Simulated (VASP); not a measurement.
# Cu2NiO3 (P6/mmm) in VASP: a series of runs, part 2 of 2

VASP 6.6.1. The steps go on from the part before.

**3. Single point, PBE, collinear spin, ferromagnetic start**

This run uses another cell than the first one, of 11.42 Å³/atom, 1.062 times its volume.

Input file INCAR:

```
SYSTEM = Cu2NiO3
PREC     = Accurate       ! precision mode
ENCUT    = 520            ! plane-wave cutoff, eV
EDIFF    = 1E-6           ! SCF threshold, eV
ISMEAR   = 0              ! smearing method
SIGMA    = 0.1            ! smearing width, eV
LREAL    = .FALSE.        ! projectors in reciprocal space
LASPH    = .TRUE.         ! aspherical terms in the spheres
NELM     = 150            ! most SCF steps
ALGO     = Normal         ! electronic algorithm
ISIF     = 2              ! what is computed and relaxed
LWAVE    = .FALSE.        ! write WAVECAR
LCHARG   = .FALSE.        ! write CHGCAR
ISPIN    = 2              ! spin polarisation
MAGMOM   = 1 1 2 0 0 0    ! initial moments
LORBIT   = 11             ! projections on sites
LMAXMIX  = 4              ! l up to which the mixer works
GGA      = PE             ! functional
NBANDS   = 38             ! bands
```

Input file KPOINTS:

```
Automatic mesh
0
G
  6 6 4
  0 0 0
```

Input file POSCAR:

```
Cu2NiO3
1.0
    4.5790729000      0.0000000000      0.0000000000
   -2.2895364500      3.9655934600      0.0000000000
    0.0000000000      0.0000000000      3.7731058200
Cu Ni O
2 1 3
Direct
    0.3333333300      0.6666666700      0.0000000000
    0.6666666700      0.3333333300      0.0000000000
    0.0000000000      0.0000000000      0.0000000000
    0.5000000000      0.0000000000      0.5000000000
    0.0000000000      0.5000000000      0.5000000000
    0.5000000000      0.5000000000      0.5000000000
```

Potentials or basis: VASP PAW PBE potentials, release 64 (Cu, Ni, O).

On the command line:

```
cat potpaw_PBE.64/Cu/POTCAR potpaw_PBE.64/Ni/POTCAR potpaw_PBE.64/O/POTCAR > POTCAR
mpirun -np 1 vasp_std > vasp.out
```

Wall time 77 s (1 thread of Intel Xeon 6975P-C (Granite Rapids), shared host); peak memory 0.25 GiB.

The run converged. Its results:

* Free energy: -23.3416 eV
* Pressure: -9.7 GPa
* Net moment: 2.05 μB per cell
* Site moments: Cu +0.07; Ni +1.02; O +0.28 μB
* Valence electrons inside the program's atomic spheres: Cu 9.76; Ni 8.79; O 4.72

Stress tensor (GPa, compression positive):
```
  0.07   0.00   0.00
  0.00   0.07   0.00
  0.00   0.00 -29.34
```

Levels at points of the mesh, in eV from the Fermi level:
Spin up:
```csv
k point,band 24,band 25,band 26,band 27,band 28,band 29
"(0.00, 0.00, 0.00)",-0.25,-0.07,-0.07,0.40,0.40,5.81
"(0.50, 0.00, 0.00)",-0.73,-0.72,-0.08,0.26,0.94,1.08
"(0.00, 0.00, 0.50)",-0.76,-0.22,0.64,0.64,2.45,4.59
"(0.50, 0.00, 0.50)",-0.97,-0.89,-0.77,0.51,1.91,3.90
```
Spin down:
```
           k point  band 22  band 23  band 24  band 25  band 26  band 27
(0.00, 0.00, 0.00)    -0.09    -0.09     0.26     0.26     0.60     0.84
(0.50, 0.00, 0.00)    -0.13    -0.07    -0.05     0.07     0.25     0.81
(0.00, 0.00, 0.50)    -0.10     0.04     0.04     0.62     1.08     1.08
(0.50, 0.00, 0.50)    -0.35    -0.25    -0.17    -0.16     0.21     0.95
```

Caveat: the k points lie up to 0.42 Å⁻¹ apart; semilocal functionals often make such compounds metallic where correlation or magnetic order opens a gap, which also shifts bond lengths.

**4. Single point, PBE, collinear spin, ferromagnetic start**

Input file INCAR:

```
  PREC = Accurate
  ENCUT = 520
  EDIFF = 1E-6
  ISMEAR = 0
  SIGMA = 0.1
  LREAL = F
  LASPH = T
  NELM = 150
  ALGO = Normal
  ISIF = 2
  LWAVE = F
  LCHARG = T
  ISPIN = 2
  MAGMOM = 0.42 0.42 1.19 0.29 0.29 0.29
  LORBIT = 11
  LMAXMIX = 4
  GGA = PE
  LELF = T
  LVHAR = T
  NBANDS = 38
```

Input file KPOINTS:

```
Automatic mesh
0
Gamma
  6 6 6
```

Input file POSCAR:

```
Cu2NiO3
1.0
    5.2555166835      0.0000000000      0.0000000000
   -2.6277583417      4.5514109579      0.0000000000
    0.0000000000      0.0000000000      2.6979088576
Cu Ni O
2 1 3
Direct
    0.3333333333      0.6666666667      0.0000000000
    0.6666666667      0.3333333333      0.0000000000
    0.0000000000      0.0000000000      0.0000000000
    0.5000000000      0.0000000000      0.5000000000
    0.0000000000      0.5000000000      0.5000000000
    0.5000000000      0.5000000000      0.5000000000
```

Potentials or basis: VASP PAW PBE potentials, release 64 (Cu, Ni, O).

On the command line:

```
cat potpaw_PBE.64/Cu/POTCAR potpaw_PBE.64/Ni/POTCAR potpaw_PBE.64/O/POTCAR > POTCAR
mpirun -np 1 vasp_std > vasp.out
```

OUTCAR:

```text
PREC = Accurate
   ENCUT = 520
   EDIFF = 1E-6
   ISMEAR = 0
   LREAL = F
   LASPH = T
   NELM = 150
   ISIF = 2
   ISPIN = 2
   LORBIT = 11
   GGA = PE

 ion  position               nearest neighbor table
   1  0.333  0.667  0.000-   4 2.03   4 2.03   5 2.03   5 2.03   6 2.03   6 2.03
   2  0.667  0.333  0.000-   4 2.03   4 2.03   5 2.03   5 2.03   6 2.03   6 2.03
   3  0.000  0.000  0.000-
   4  0.500  0.000  0.500-   1 2.03   2 2.03   1 2.03   2 2.03
   5  0.000  0.500  0.500-   1 2.03   2 2.03   1 2.03   2 2.03
   6  0.500  0.500  0.500-   1 2.03   2 2.03   1 2.03   2 2.03

  LATTYP: Found a hexagonal cell.
 ALAT       =     5.2555166835
 C/A-ratio  =     0.5133479770

  Lattice vectors:

 A1 = (   5.2555166835,   0.0000000000,   0.0000000000)
 A2 = (  -2.6277583417,   4.5514109579,   0.0000000000)
 A3 = (   0.0000000000,   0.0000000000,   2.6979088576)

[... 2139 lines left out ...]
  -------------------------------------------------------------------------------------
  Total       -0.0433286     -0.0433286      0.2094976     -0.0000000     -0.0000000      0.0000000
  in kB       -1.0757137     -1.0757137      5.2011681     -0.0000000     -0.0000000      0.0000000
  external PRESSURE =       1.0165803 kB  Pullay stress =       0.0000000 kB

 VOLUME and BASIS-vectors are now :
 -----------------------------------------------------------------------------
  energy-cutoff  :      520.00
  volume of cell :       64.53
      direct lattice vectors                 reciprocal lattice vectors
     5.255516683  0.000000000  0.000000000     0.190276249  0.109856043  0.000000000
    -2.627758342  4.551410958  0.000000000     0.000000000  0.219712087  0.000000000
     0.000000000  0.000000000  2.697908858     0.000000000  0.000000000  0.370657444

 POSITION                                       TOTAL-FORCE (eV/Angst)
 -----------------------------------------------------------------------------------
     -0.00000      3.03427      0.00000        -0.000000      0.000000     -0.000000
      2.62776      1.51714      0.00000         0.000000     -0.000000      0.000000
      0.00000      0.00000      0.00000         0.000000      0.000000     -0.000000
      2.62776      0.00000      1.34895        -0.000000      0.000000     -0.000000
     -1.31388      2.27571      1.34895         0.000000      0.000000     -0.000000
      1.31388      2.27571      1.34895        -0.000000      0.000000     -0.000000
 -----------------------------------------------------------------------------------
    total drift:                                0.000000     -0.000000     -0.000000

  FREE ENERGIE OF THE ION-ELECTRON SYSTEM (eV)
  ---------------------------------------------------
  free  energy   TOTEN  =       -26.6802314759 eV

  energy  without entropy=      -26.6359777064  energy(sigma->0) =      -26.65810459

 total charge

# of ion       s       p       d       tot
------------------------------------------
    1        0.351   0.417   9.078   9.846
    2        0.351   0.417   9.078   9.846
    3        0.229   0.113   8.356   8.698
    4        1.594   3.307   0.000   4.901
    5        1.594   3.307   0.000   4.901
    6        1.594   3.307   0.000   4.901
--------------------------------------------------
tot          5.714  10.869  26.513  43.095

 magnetization (x)

# of ion       s       p       d       tot
------------------------------------------
    1       -0.001  -0.000   0.092   0.091
    2       -0.001  -0.000   0.092   0.091
    3       -0.003  -0.004   1.072   1.064
    4        0.001   0.076   0.000   0.077
    5        0.001   0.076   0.000   0.077
    6        0.001   0.076   0.000   0.077
--------------------------------------------------
tot         -0.002   0.224   1.256   1.477
```

It took 96 s on 1 thread of Intel Xeon 6975P-C (Granite Rapids), shared host; peak memory 0.27 GiB.

Results:

| Property | Result |
| --- | --- |
| Free energy | -26.6802 eV |
| Pressure | 0.1 GPa |
| Net moment | 1.49 μB per cell |
| Site moments | Cu +0.09; Ni +1.06; O +0.08 μB |
| Valence electrons inside the program's atomic spheres | Cu 9.85; Ni 8.70; O 4.90 |

Caveat: the k points lie up to 0.39 Å⁻¹ apart; semilocal functionals often make such compounds metallic where correlation or magnetic order opens a gap, which also shifts bond lengths. With open d or f shells a metallic result of PBE can be an artefact of self-interaction; +U or a hybrid may open a gap.

**5. The runs side by side**

```csv
cell,k mesh,gap on the mesh (eV),pressure (GPa),moment (μB)
"a = 5.256, b = 5.256, c = 2.698 Å, angles 90.0, 90.0, 120.0°, 6 atoms",6 × 6 × 4,none,0.6,2.63
"a = 4.579, b = 4.579, c = 3.773 Å, angles 90.0, 90.0, 120.0°, 6 atoms",6 × 6 × 4,none,-9.7,2.05
"a = 5.256, b = 5.256, c = 2.698 Å, angles 90.0, 90.0, 120.0°, 6 atoms",6 × 6 × 6,none,0.1,1.49
```

Alike in all rows: task single point; level PBE; potentials or basis VASP PAW PBE potentials, release 64 (Cu, Ni, O); spin collinear, ferromagnetic start; cutoff (eV) 520; smearing gaussian 0.1 eV.

Caveats: all runs use coarse meshes; semilocal functionals often make such compounds metallic where correlation or magnetic order opens a gap, which also shifts bond lengths.

Absolute energies hang on the potentials; compare differences alone.
